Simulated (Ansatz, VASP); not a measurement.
# As in VASP and in Ansatz

Contents of INCAR:

```
PREC = Accurate ; ENCUT = 520
EDIFF = 1E-7 ; ISMEAR = -1
SIGMA = 0.08 ; LREAL = False
LASPH = True ; NELM = 80
ALGO = Normal ; ISIF = 2
LWAVE = False ; LCHARG = False
GGA = PE ; NBANDS = 12
```

Contents of KPOINTS:

```
regular mesh
0
Gamma
  13 13 13
```

File POSCAR:

```
As
1.0
    0.0000000000      2.5755753509      2.5755753509
    2.5755753509      0.0000000000      2.5755753509
    2.5755753509      2.5755753509      0.0000000000
As
2
Direct
   -0.1250000000     -0.1250000000     -0.1250000000
    0.1250000000      0.1250000000      0.1250000000
```

Input for Ansatz:

```yaml
crystal:
  lattice:
    - [0.0, 2.5755753509, 2.5755753509]
    - [2.5755753509, 0.0, 2.5755753509]
    - [2.5755753509, 2.5755753509, 0.0]
  atoms:
    - { symbol: As, position: [-0.125, -0.125, -0.125] }
    - { symbol: As, position: [0.125, 0.125, 0.125] }
kpoints:
  mp_grid: { grid: [13, 13, 13] }
scf:
  occupations: { method: fermi_dirac, width: 0.08 }
hamiltonian:
  xc: pbe
  pseudopotentials: { kind: paw }
output:
  forces: true
  stress: true
  eigenvalues: true
  populations: true
```

Change from the starting cell: volume scaled by 0.6, PAW files.

Alike in both runs: task single point; functional PBE; k mesh 13 × 13 × 13; occupations fermi-dirac, width 0.08 eV; no spin polarisation.

|  | VASP | Ansatz |
| --- | --- | --- |
| version | VASP 6.6.1 | Ansatz 0.2.0 |
| potentials or method | VASP PAW PBE potentials, release 64 (As) | PAW with Ansatz's default frozen-core files, scalar-relativistic |
| plane-wave cutoff (eV) | 520 | 420 |
| valence electrons in the cell | 10 | 30 |

VASP gave:

| Item | Value |
| --- | --- |
| pressure (GPa) | 63.1 |

Task: What did Ansatz give for the same quantities?

Result: Pressure (GPa): 61.4.

Both programs put the cell under a high pressure, so it lies far from rest at this level. VASP's potentials hold 10 valence electrons a cell and Ansatz's 30, so a difference there can come from the potentials and not from the codes.

Noted on VASP's run: the cell as given lies far from equilibrium.
